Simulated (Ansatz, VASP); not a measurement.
# One calculation of Ba3Be, two programs

```
Ba Be
1.0
     5.54758    0.00000    0.00000
     0.00000    5.54758    0.00000
     0.00000    0.00000    5.54758
Ba Be
3 1
Cartesian
  0.0000 2.7738 2.7738
  2.7738 0.0000 2.7738
  2.7738 2.7738 0.0000
  0.0000 0.0000 0.0000
```

Alike in both runs: functional PBE; k mesh 8 × 8 × 8; occupations gaussian, width 0.1 eV; no spin polarisation.

Ansatz relaxed the structure, and its values are those at the end. VASP's run is a single point on that final structure, the one shown.

```csv
,VASP,Ansatz
version,VASP 6.6.1,Ansatz 0.2.0
potentials or method,"VASP PAW PBE potentials, release 64 (Ba_sv, Be), cutoff 520 eV","scalar-relativistic, plane waves, PAW"
valence electrons in the cell,32,32
```

```csv
,VASP,Ansatz,Ansatz less VASP
gap on the k mesh at the Fermi level (eV),none,none,-
pressure (GPa),0.2,0.0,-0.21
```

A gap of «none» marks a metal or a gap that the smearing closes. With one functional, cell and mesh, what is left measures potentials, basis and numerics.

Spin-orbit coupling is off throughout.
